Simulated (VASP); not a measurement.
The system is SrCu2S2.

```xyz
5
Lattice="1.9982 3.4610 0.0000 -1.9982 3.4610 0.0000 0.0000 0.0000 6.6164" Properties=species:S:1:pos:R:3 pbc="T T T"
Cu   -0.0002    2.3074    2.4910
Cu    0.0002    4.6145    4.1254
Sr    0.0000    0.0000    0.0000
S    -0.0002    2.3074    4.9378
S     0.0002    4.6145    1.6786
```

Base run:

| Property | Result |
| --- | --- |
| Program | VASP 6.6.1 |
| Functional | r2SCAN |
| Potentials or basis | VASP PAW PBE potentials, release 64 (Cu, Sr_sv, S) |
| Cutoff | 520 eV |
| k mesh | 5 × 5 × 3 |
| Occupations | fermi-dirac, width 0.1 eV |
| Spin | no spin polarisation |

Its results: band gap on the k mesh 1.56 eV; pressure 1.2 GPa; largest force 1.265 eV/Å.

Task: The run is repeated on the same cell with these changes: functional from r2SCAN to revPBE; further incar settings from ALGO = Normal; EDIFF = 1e-07; NBANDS = 30 to ALGO = Normal; EDIFF = 1e-06; NBANDS = 30. What comes out?

Result: Band gap on the k mesh 1.17 eV; pressure 4.4 GPa; largest force 1.077 eV/Å.

Caveats: the PAW data sets were made with another functional, which shifts forces and pressure a little; the cell stands under pressure (at least some runs).

